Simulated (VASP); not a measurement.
**BaTe: relaxation of shape and atoms at fixed volume with PBEsol**

Crystal: BaTe.

```
Ba Te
1.0
     5.96148    0.00000    0.00000
     0.00000    5.96148    0.00000
     0.00000    0.00000    4.21628
Ba Te
2 2
Direct
  0.50000 0.00000 0.50000
  0.00000 0.50000 0.50000
  0.00000 0.00000 0.00000
  0.50000 0.50000 0.00000
```

```yaml
Program: VASP 6.6.1
Task: relaxation of shape and atoms at fixed volume
Functional: PBEsol
Potentials_or_basis: VASP PAW PBE potentials, release 64 (Ba_sv, Te)
Cutoff: 600 eV
k_mesh: 6 × 6 × 8
Occupations: gaussian, width 0.05 eV
Spin: no spin polarisation
Dipole_correction: no
Further_INCAR_settings: ALGO = Normal; EDIFF = 1e-06; IBRION = 2; EDIFFG = -0.01; NSW = 60; ISIF = 4
```

* Pressure after relaxing: -0.8 GPa
* Band gap on the k mesh: 0.63 eV

Final structure:
```
CELL_PARAMETERS angstrom
5.96148 0.00000 0.00000
0.00000 5.96148 0.00000
0.00000 0.00000 4.21628
ATOMIC_POSITIONS crystal
Ba 0.50000 0.00000 0.50000
Ba 0.00000 0.50000 0.50000
Te 0.00000 0.00000 0.00000
Te 0.50000 0.50000 0.00000
```

Levels at points of the mesh, in eV from the valence-band top:
```csv
k point,band 14,band 15,band 16,band 17,band 18,band 19
"(0.00, 0.00, 0.00)",-0.38,-0.38,0.00,0.63,0.63,0.86
"(0.50, 0.00, 0.00)",-1.62,-0.59,-0.59,1.68,1.68,3.07
"(0.50, 0.50, 0.00)",-0.93,-0.93,-0.93,1.46,1.46,4.74
"(0.00, 0.00, 0.50)",-3.06,-0.93,-0.93,1.46,4.74,4.76
"(0.50, 0.00, 0.50)",-2.23,-1.25,-1.25,2.48,2.48,2.59
"(0.50, 0.50, 0.50)",-2.11,0.00,0.00,0.86,0.86,2.50
```

Run time: 3.2 min on 1 thread of Oxide Virtual Turin-like Processor (shared host), peak memory 0.36 GiB.

Caveat: the relaxation stopped at its first step, so nothing moved; semilocal functionals underestimate gaps, and a narrow one can read as zero; the PAW data sets were made with another functional, which shifts forces and pressure a little; spin-orbit coupling is left out, which moves the levels of the heavy elements. A k mesh can miss the band edges.
